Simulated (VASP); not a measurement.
Here is a VASP 6.6.1 calculation.

Contents of INCAR:

```
SYSTEM = Al2Ru
PREC     = Accurate       ! precision mode
ENCUT    = 520            ! plane-wave cutoff, eV
EDIFF    = 1E-6           ! SCF threshold, eV
ISMEAR   = 0              ! smearing method
SIGMA    = 0.15           ! smearing width, eV
LREAL    = .False.        ! projectors in reciprocal space
LASPH    = .True.         ! aspherical terms in the spheres
NELM     = 150            ! most SCF steps
ALGO     = Normal         ! electronic algorithm
ISIF     = 2              ! what is computed and relaxed
LWAVE    = .False.        ! write WAVECAR
LCHARG   = .False.        ! write CHGCAR
ISPIN    = 2              ! spin polarisation
MAGMOM   = 0 0 0.375      ! initial moments
LORBIT   = 11             ! projections on sites
NUPDOWN  = 0.375          ! fixed moment
LMAXMIX  = 4              ! l up to which the mixer works
NBANDS   = 21             ! bands
```

KPOINTS

```
Automatic mesh
0
Gamma
  20 20 20
  0 0 0
```

POSCAR

```
Al2Ru
1.0
   -1.4077682916      1.4077682916      3.7934989081
    1.4077682916     -1.4077682916      3.7934989081
    1.4077682916      1.4077682916     -3.7934989081
Al Ru
2 1
Direct
    0.6590860915      0.6590860915      0.0000000000
    0.3409139085      0.3409139085      0.0000000000
    0.0000000000      0.0000000000      0.0000000000
```

Potentials or basis: VASP PAW LDA potentials, release 64 (Al, Ru_pv).

Run with:

```bash
$ cat potpaw_LDA.64/Al/POTCAR potpaw_LDA.64/Ru_pv/POTCAR > POTCAR
$ mpirun -np 1 vasp_std > vasp.out
```

(1) What does it give for the largest force?

(2) Predict the pressure.

Answers

(1) 1.408 eV/Å.

(2) 103.8 GPa.

Caveat: the cell stands under pressure; the total moment is fixed, so each spin has its own Fermi level and the state may be an excited one; forces of over 1 eV/Å act on the atoms, so gaps and moduli don't describe the material at rest.
